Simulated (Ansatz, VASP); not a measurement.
## W in VASP and in Ansatz

```
CELL_PARAMETERS angstrom
-1.59629 1.59629 1.59629
1.59629 -1.59629 1.59629
1.59629 1.59629 -1.59629
ATOMIC_POSITIONS crystal
W 0.00000 0.00000 0.00000
```

Alike in both runs: task single point; functional r2SCAN; k mesh 13 × 13 × 13; no spin polarisation.

|  | VASP | Ansatz |
| --- | --- | --- |
| version | VASP 6.6.1 | Ansatz 0.2.0 |
| potentials or method | VASP PAW PBE potentials, release 64 (W_sv), cutoff 520 eV | plane waves, PAW |
| occupations | methfessel-paxton of order 1, width 0.1 eV | methfessel-paxton of order 1 |
| valence electrons in the cell | 14 | 14 |

VASP gave:

* pressure (GPa): -6.2

**Question.** Estimate Ansatz's values.

**Answer.** Pressure (GPa): -7.2.

VASP's potentials were made for PBE, not for r2SCAN.

Neither program's run includes spin-orbit coupling.
